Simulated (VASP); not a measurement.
A run of VASP 6.6.1 is set up as follows.

Contents of INCAR:

```
PREC = Accurate ; ENCUT = 500
EDIFF = 1E-6 ; ISMEAR = 0
SIGMA = 0.1 ; LREAL = F
LASPH = T ; NELM = 120
ALGO = Normal ; ISIF = 2
LWAVE = F ; LCHARG = T
GGA = PS ; LELF = T
LVHAR = T ; NBANDS = 12
GGA_COMPAT = F
```

KPOINTS

```
Automatic mesh
0
Gamma
  8 8 8
```

The input POSCAR:

```
Cd
1.0
    0.0000000000      2.1887570649      2.1887570649
    2.1887570649      0.0000000000      2.1887570649
    2.1887570649      2.1887570649      0.0000000000
Cd
1
Direct
    0.0000000000      0.0000000000      0.0000000000
```

Potentials or basis: VASP PAW PBE potentials, release 64 (Cd).

Command:

```console
$ cat potpaw_PBE.64/Cd/POTCAR > POTCAR
$ mpirun -np 1 vasp_std > vasp.out
```

Question: Estimate the band gap on the k mesh.

Answer: Zero (bands 6 and 7 overlap by 3.35 eV).

Question: Predict the pressure.

Answer: 0.5 GPa.

Caveat: the PAW data sets were made with another functional, which shifts forces and pressure a little.
